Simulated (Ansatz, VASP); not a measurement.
## Cu: VASP beside Ansatz

File INCAR:

```
SYSTEM = Cu
ALGO = Normal
EDIFF = 1E-8
ENCUT = 520
GGA = PS
ISIF = 2
ISMEAR = -1
LASPH = .True.
LCHARG = .False.
LEFG = .True.
LREAL = .False.
LWAVE = .False.
NBANDS = 12
NELM = 60
PREC = Accurate
SIGMA = 0.03
```

File KPOINTS:

```
k-points
0
Gamma
  17 17 17
  0 0 0
```

Contents of POSCAR:

```
Cu
1.0
    0.0000000000      1.8075000000      1.8075000000
    1.8075000000      0.0000000000      1.8075000000
    1.8075000000      1.8075000000      0.0000000000
Cu
1
Direct
    0.0000000000      0.0000000000      0.0000000000
```

Input for Ansatz:

```yaml
crystal:
  lattice:
    - [0.0, 1.8075, 1.8075]
    - [1.8075, 0.0, 1.8075]
    - [1.8075, 1.8075, 0.0]
  atoms:
    - { symbol: Cu, position: [0.0, 0.0, 0.0] }
kpoints:
  mp_grid: { grid: [17, 17, 17] }
  band_path:
    path:
      - [0.0, 0.0, 0.0]
      - [0.5, 0.0, 0.5]
      - [0.625, 0.25, 0.625]
      - [0.375, 0.375, 0.75]
      - [0.0, 0.0, 0.0]
      - [0.5, 0.5, 0.5]
      - [0.5, 0.25, 0.75]
      - [0.5, 0.0, 0.5]
    npoints: 8
scf:
  occupations: { method: fermi_dirac, width: 0.03 }
hamiltonian:
  xc: pbesol
  pseudopotentials: { kind: all_electron, datasets: crystal }
output:
  forces: true
  stress: true
  eigenvalues: true
  efg: { contact_densities: true }
```

Alike in both runs: task electric field gradients; functional PBEsol; k mesh 17 × 17 × 17; occupations fermi-dirac, width 0.03 eV; no spin polarisation.

|  | VASP | Ansatz |
| --- | --- | --- |
| version | VASP 6.6.1 | Ansatz 0.2.0 |
| potentials or method | VASP PAW PBE potentials, release 64 (Cu), cutoff 520 eV | all-electron PAW with datasets made for the crystal, scalar-relativistic |

|  | VASP | Ansatz | Ansatz less VASP |
| --- | --- | --- | --- |
| pressure (GPa) | -6.0 | -6.7 | -0.68 |

VASP's potentials were made for PBE, not for PBEsol. Ansatz ran all-electron here, and VASP with PAW potentials. Ansatz's warnings: band levels unverified.
